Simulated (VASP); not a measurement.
# SnO2 (Amm2) in VASP: single point with PBE

Aim: the single point of SnO2 with PBE.

Everything below comes from runs of VASP 6.6.1. Logs are shortened: lines on timing, memory, paths and dates and some standing lists are left out, and cuts for length are marked.

## 1. The cell of the first run

Symmetry: Amm2, No. 38, orthorhombic system. Conventional cell: a = 3.238 Å, b = 6.827 Å, c = 6.827 Å, α = 90.00°, β = 90.00°, γ = 90.00°. Sn (site symmetry mm2) has 6 O at 2.03 to 2.16 Å within 2.7 Å. Within 2.7 Å of Sn (site symmetry mm2) lie 6 O at 2.05 to 2.13 Å. O (site symmetry mm2) has 3 Sn at 2.05 to 2.16 Å and 1 O at 2.64 Å within 2.7 Å. Within 2.8 Å of O (site symmetry m) lie 3 Sn at 2.09 Å and 1 O at 2.64 Å. Within 2.7 Å of O (site symmetry mm2) lie 3 Sn at 2.03 to 2.13 Å and 1 O at 2.64 Å.

## 2. Single point, PBE

The input, INCAR:

```
SYSTEM = SnO2
PREC = Accurate ; ENCUT = 520
EDIFF = 1E-6 ; ISMEAR = 0
SIGMA = 0.05 ; LREAL = .False.
LASPH = .True. ; NELM = 100
ALGO = Normal ; ISIF = 2
LWAVE = .False. ; LCHARG = .False.
GGA = PE ; NBANDS = 35
```

The input, KPOINTS:

```
regular mesh
0
Gamma
  6 6 8
  0 0 0
```

The input, POSCAR:

```
SnO2
1.0
    4.8277049966      0.0000000000      0.0000000000
    0.0000000000      4.8277049966      0.0000000000
    0.0000000000      0.0000000000      3.2379909407
Sn O
2 4
Direct
    0.0000000000      0.0000000000      0.0000000000
    0.5000000000      0.5000000000      0.5000000000
    0.3157593689      0.3157593689      0.0000000000
    0.2025491955      0.8157593689      0.5000000000
    0.7025491955      0.7025491955      0.0000000000
    0.8157593689      0.2025491955      0.5000000000
```

Potentials or basis: VASP PAW PBE potentials, release 64 (Sn_d, O).

Command:

```console
$ cat potpaw_PBE.64/Sn_d/POTCAR potpaw_PBE.64/O/POTCAR > POTCAR
$ mpirun -np 1 vasp_std > vasp.out
```

OUTCAR:

```text
SYSTEM = SnO2
   PREC = Accurate
   ENCUT = 520
   EDIFF = 1E-6
   ISMEAR = 0
   LREAL = .False.
   LASPH = .True.
   NELM = 100
   ISIF = 2
   GGA = PE

 ion  position               nearest neighbor table
   1  0.000  0.000  0.000-   5 2.03   4 2.09   6 2.09   4 2.09   6 2.09   3 2.16
   2  0.500  0.500  0.500-   3 2.05   3 2.05   6 2.09   4 2.09   5 2.13   5 2.13
   3  0.316  0.316  0.000-   2 2.05   2 2.05   1 2.16
   4  0.203  0.816  0.500-   1 2.09   1 2.09   2 2.09
   5  0.703  0.703  0.000-   1 2.03   2 2.13   2 2.13
   6  0.816  0.203  0.500-   1 2.09   1 2.09   2 2.09

  LATTYP: Found a simple tetragonal cell.
 ALAT       =     4.8277049966
 C/A-ratio  =     0.6707101911

  Lattice vectors:

 A1 = (   4.8277049966,   0.0000000000,   0.0000000000)
 A2 = (   0.0000000000,   4.8277049966,   0.0000000000)
 A3 = (   0.0000000000,   0.0000000000,   3.2379909407)

Analysis of symmetry for initial positions (statically):
=====================================================================
 Subroutine PRICEL returns:
 Original cell was already a primitive cell.

 Routine SETGRP: Setting up the symmetry group for a
 simple tetragonal supercell.

 Subroutine GETGRP returns: Found  4 space group operations
 (whereof  4 operations were pure point group operations)
 out of a pool of 16 trial point group operations.

The static configuration has the point symmetry C_2v.

Analysis of symmetry for dynamics (positions and initial velocities):
=====================================================================
 Subroutine PRICEL returns:
 Original cell was already a primitive cell.

 Routine SETGRP: Setting up the symmetry group for a
 simple tetragonal supercell.

 Subroutine GETGRP returns: Found  4 space group operations
 (whereof  4 operations were pure point group operations)
 out of a pool of 16 trial point group operations.

The dynamic configuration has the point symmetry C_2v.

 Subroutine INISYM returns: Found  4 space group operations
 (whereof  4 operations are pure point group operations),
 and found     1 'primitive' translations

----------------------------------------------------------------------------------------

                                     Primitive cell

  volume of cell :      75.4670

  direct lattice vectors                    reciprocal lattice vectors
     4.827704997  0.000000000  0.000000000     0.207137760  0.000000000  0.000000000
     0.000000000  4.827704997  0.000000000     0.000000000  0.207137760  0.000000000
     0.000000000  0.000000000  3.237990941     0.000000000  0.000000000  0.308833477

  length of vectors
     4.827704997  4.827704997  3.237990941     0.207137760  0.207137760  0.308833477

  position of ions in fractional coordinates (direct lattice)
     0.000000000  0.000000000  0.000000000
     0.500000000  0.500000000  0.500000000
     0.315759369  0.315759369  0.000000000
     0.202549195  0.815759369  0.500000000
     0.702549195  0.702549195  0.000000000
     0.815759369  0.202549195  0.500000000

  ion indices of the primitive-cell ions
   primitive index   ion index
                 1           1
                 2           2
                 3           3
                 4           4
                 5           5
                 6           6

----------------------------------------------------------------------------------------

 KPOINTS: regular mesh

Automatic generation of k-mesh.
 Grid dimensions read from file:
 generate k-points for:    6    6    8

 Generating k-lattice:

  Cartesian coordinates                     Fractional coordinates (reciprocal lattice)
     0.034522960  0.000000000  0.000000000     0.166666667  0.000000000  0.000000000
     0.000000000  0.034522960  0.000000000     0.000000000  0.166666667  0.000000000
     0.000000000  0.000000000  0.038604185     0.000000000  0.000000000  0.125000000

  Length of vectors
     0.034522960  0.034522960  0.038604185

  Shift w.r.t. Gamma in fractional coordinates (k-lattice)
     0.000000000  0.000000000  0.000000000

 Subroutine IBZKPT returns following result:
 ===========================================

 Found     65 irreducible k-points:

 Following reciprocal coordinates:
            Coordinates               Weight
  0.000000  0.000000  0.000000      1.000000
  0.166667  0.000000  0.000000      4.000000
  0.333333  0.000000  0.000000      4.000000
  0.500000  0.000000  0.000000      2.000000
  0.166667  0.166667  0.000000      2.000000
 -0.166667  0.166667  0.000000      2.000000
[... 16 lines left out ...]
  0.333333  0.333333  0.125000      4.000000
 -0.333333  0.333333  0.125000      4.000000
 [... further k-points ...]
   k-points           NKPTS =     65   k-points in BZ     NKDIM =     65   number of bands    NBANDS=     35
   number of dos      NEDOS =    301   number of ions     NIONS =      6
   total plane-waves  NPLWV =  31104
   dimension x,y,z NGX =    36 NGY =   36 NGZ =   24
   dimension x,y,z NGXF=    72 NGYF=   72 NGZF=   48
   ions per type =               2   4
   NGX,Y,Z   is equivalent  to a cutoff of  12.40, 12.40, 12.32 a.u.
   NGXF,Y,Z  is equivalent  to a cutoff of  24.79, 24.79, 24.64 a.u.
 SYSTEM =  SnO2
   PREC   = accura    normal or accurate (medium, high low for compatibility)
   ISTART =      0    job   : 0-new  1-cont  2-samecut
   ICHARG =      2    charge: 1-file 2-atom 10-const
   ISPIN  =      1    spin polarized calculation?
   LNONCOLLINEAR =      F non collinear calculations
   LSORBIT =      F    spin-orbit coupling
   LASPH  =      T    aspherical Exc in radial PAW
   ENCUT  =  520.0 eV  38.22 Ry    6.18 a.u.   8.98  8.98  6.02*2*pi/ulx,y,z
   NELM   =    100;   NELMIN=  2; NELMDL= -5     # of ELM steps
   EDIFF  = 0.1E-05   stopping-criterion for ELM
   LREAL  =      F    real-space projection
   EDIFFG = 0.1E-04   stopping-criterion for IOM
   NSW    =      0    number of steps for IOM
   IBRION =     -1    ionic relax: 0-MD 1-quasi-New 2-CG
   NFREE  =      0    steps in history (QN), initial steepest desc. (CG)
   ISIF   =      2    stress and relaxation
   ISYM   =      2    0-nonsym 1-usesym 2-fastsym
   POTIM  = 0.5000    time-step for ionic-motion
   TEBEG  =    0.0;   TEEND  =   0.0 temperature during run
   PSTRESS=    0.0 pullay stress
   NELECT =      52.0000    total number of electrons
   NUPDOWN=      -1.0000    fix difference up-down
   EMIN   =  10.00;   EMAX   =-10.00  energy-range for DOS
   EFERMI =   0.00;   METHOD = LEGACY
   ISMEAR =     0;   SIGMA  =   0.05  broadening in eV -4-tet -1-fermi 0-gaus
   EFERMI_NEDOS =   21; number of points for ismear=-14 and -15
   IALGO  =     38    algorithm
   IMIX   =      4    mixing-type and parameters
     AMIX     =   0.40;   BMIX     =  1.00
     AMIX_MAG =   1.60;   BMIX_MAG =  1.00
  volume/ion in A,a.u.               =      12.58        84.88
  Fermi-wavevector in a.u.,A,eV,Ry     =   1.445962  2.732472 28.447149  2.090806
  Thomas-Fermi vector in A             =   2.564085
   LORBIT       =      0    0 simple, 1 ext, 2 COOP (PROOUT), +10 PAW based schemes
   GGA     = PE    functional components
   LHFCALC =     F    Hartree Fock is set to
   AEXX    =    0.0000 exact exchange contribution
   IVDW    =     0    specifies the selected vdW correction
   LEPSILON=     F    determine dielectric tensor
   LRPA    =     F    only Hartree local field effects (RPA)
 non-spin polarized calculation
 Gauss-broadening in eV      SIGMA  =   0.05
  energy-cutoff  :      520.00
  volume of cell :       75.47
 maximum number of plane-waves:      2068
   NGX = 17   NGY = 17   NGZ = 13

 number of electron      52.0000028 magnetization

 Free energy of the ion-electron system (eV)
  ---------------------------------------------------
  ext. energy  EPLUGINS =         0.00000000
  ---------------------------------------------------
  free energy    TOTEN  =       -37.26169604 eV

  energy without entropy =      -37.26169604  energy(sigma->0) =      -37.26169604

 E-fermi :   5.7858     XC(G=0): -10.9750

 val. band max:        5.5279644591   @ k =   0.0000   0.0000   0.0000
 cond. band min:       6.2020151743   @ k =   0.0000   0.0000   0.0000
 fundamental gap:      0.6740507152
 Fermi energy:         5.7857704636

 k-point     1 :       0.0000    0.0000    0.0000
  band No.  band energies     occupation
      1     -15.5127      2.00000
      2     -14.8558      2.00000
      3     -14.6509      2.00000
      4     -14.6305      2.00000
      5     -14.6131      2.00000
      6     -14.5607      2.00000
[... 27 lines left out ...]
     34      17.0891      0.00000
     35      17.7520      0.00000

 k-point     2 :       0.1667    0.0000    0.0000
  band No.  band energies     occupation
      1     -15.4758      2.00000
      2     -14.8978      2.00000
      3     -14.6507      2.00000
      4     -14.6292      2.00000
      5     -14.6115      2.00000
      6     -14.5875      2.00000
[... 27 lines left out ...]
     34      17.1692      0.00000
     35      17.7740      0.00000

 k-point     3 :       0.3333    0.0000    0.0000
  band No.  band energies     occupation
      1     -15.3692      2.00000
      2     -15.0295      2.00000
      3     -14.6505      2.00000
      4     -14.6264      2.00000
      5     -14.6217      2.00000
      6     -14.6083      2.00000
[... 27 lines left out ...]
     34      17.4861      0.00000
     35      17.7643      0.00000
[... 723 lines left out ...]
 k-point    23 :       0.3333    0.3333    0.1250
  band No.  band energies     occupation
      1     -15.2676      2.00000
      2     -15.1256      2.00000
      3     -14.7430      2.00000
      4     -14.7361      2.00000
      5     -14.6119      2.00000
      6     -14.5894      2.00000
[... 27 lines left out ...]
     34      17.6011      0.00000
     35      17.7642      0.00000

 k-point    24 :      -0.3333    0.3333    0.1250
  band No.  band energies     occupation
      1     -15.2760      2.00000
      2     -15.1131      2.00000
      3     -14.7662      2.00000
      4     -14.7197      2.00000
      5     -14.6113      2.00000
      6     -14.5869      2.00000
[... 27 lines left out ...]
     34      17.6223      0.00000
     35      17.7006      0.00000

 [... further k-points ...]

------------------------ aborting loop because EDIFF is reached ----------------------------------------

  FORCE on cell =-STRESS in cart. coord.  units (eV):
  Direction    XX          YY          ZZ          XY          YZ          ZX
  --------------------------------------------------------------------------------------
  -------------------------------------------------------------------------------------
  Total        0.4078398      0.4078398      0.5536304      0.2451541      0.0000000      0.0000000
  in kB        8.6585098      8.6585098     11.7536685      5.2046643      0.0000000      0.0000000
  external PRESSURE =       9.6902294 kB  Pullay stress =       0.0000000 kB

 VOLUME and BASIS-vectors are now :
 -----------------------------------------------------------------------------
  energy-cutoff  :      520.00
  volume of cell :       75.47
      direct lattice vectors                 reciprocal lattice vectors
     4.827704997  0.000000000  0.000000000     0.207137760  0.000000000  0.000000000
     0.000000000  4.827704997  0.000000000     0.000000000  0.207137760  0.000000000
     0.000000000  0.000000000  3.237990941     0.000000000  0.000000000  0.308833477

 POSITION                                       TOTAL-FORCE (eV/Angst)
 -----------------------------------------------------------------------------------
      0.00000      0.00000      0.00000         0.500105      0.500105      0.000000
      2.41385      2.41385      1.61900         0.624230      0.624230      0.000000
      1.52439      1.52439      0.00000        -0.536390     -0.536390      0.000000
      0.97785      3.93825      1.61900         0.018437     -0.016471      0.000000
      3.39170      3.39170      0.00000        -0.589912     -0.589912      0.000000
      3.93825      0.97785      1.61900        -0.016471      0.018437      0.000000
 -----------------------------------------------------------------------------------
    total drift:                               -0.000843     -0.000843     -0.000008

  FREE ENERGIE OF THE ION-ELECTRON SYSTEM (eV)
  ---------------------------------------------------
  free  energy   TOTEN  =       -37.2616960393 eV

  energy  without entropy=      -37.2616960393  energy(sigma->0) =      -37.26169604
```

Run time: 98 s. Hardware: 1 thread of Intel Xeon Platinum 8375C at 2.90GHz (Ice Lake), shared host; peak memory 0.26 GiB.

Results:

```
Free energy            : -37.2617 eV
Pressure               : 1.0 GPa
Largest force          : 0.883 eV/Å
Band gap on the k mesh : 0.67 eV
```

Forces in eV/Å, atoms in the order of the input:
```
Sn   0.500  0.500  0.000
Sn   0.624  0.624  0.000
O   -0.536 -0.536  0.000
O    0.018 -0.016  0.000
O   -0.590 -0.590  0.000
O   -0.016  0.018  0.000
```

Stress tensor (GPa, compression positive):
```
0.87 0.52 0.00
0.52 0.87 0.00
0.00 0.00 1.18
```

Caveat: the cell differs from its parent crystal (all O atoms moved +0.062 Å, as atom 3 towards its neighbour atom 5 (O) at 2.641 Å); spin-orbit coupling is left out, which moves the levels of the heavy elements.
